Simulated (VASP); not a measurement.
Input of a VASP 6.6.1 run:

File INCAR:

```
PREC = Accurate
ENCUT = 500
EDIFF = 1E-6
ISMEAR = 1
SIGMA = 0.13605693122994
LREAL = F
LASPH = T
NELM = 120
ALGO = Normal
ISIF = 2
LWAVE = F
LCHARG = F
GGA = PE
NBANDS = 17
GGA_COMPAT = F
```

Contents of KPOINTS:

```
regular mesh
0
Gamma
  4 4 4
```

POSCAR

```
TePb
1.0
    3.6635884645      0.0000000000      0.0000000000
    0.0000000000      3.6635884645      0.0000000000
    0.0000000000      0.0000000000      3.6635884645
Te Pb
1 1
Direct
    0.5000000000      0.5000000000      0.5000000000
    0.0000000000      0.0000000000      0.0000000000
```

Potentials or basis: VASP PAW PBE potentials, release 64 (Te, Pb_d).

Run with:

```console
$ cat potpaw_PBE.64/Te/POTCAR potpaw_PBE.64/Pb_d/POTCAR > POTCAR
$ mpirun -np 1 vasp_std > vasp.out
```

Q: Estimate the pressure.

A: 18.6 GPa.

Q: What does it give for the band gap on the k mesh?

A: Zero (band 10 reaches 10.04 eV, above the bottom of band 11 at 7.91 eV).

Caveat: the k points lie up to 0.43 Å⁻¹ apart; spin-orbit coupling is left out, which moves the levels of the heavy elements.
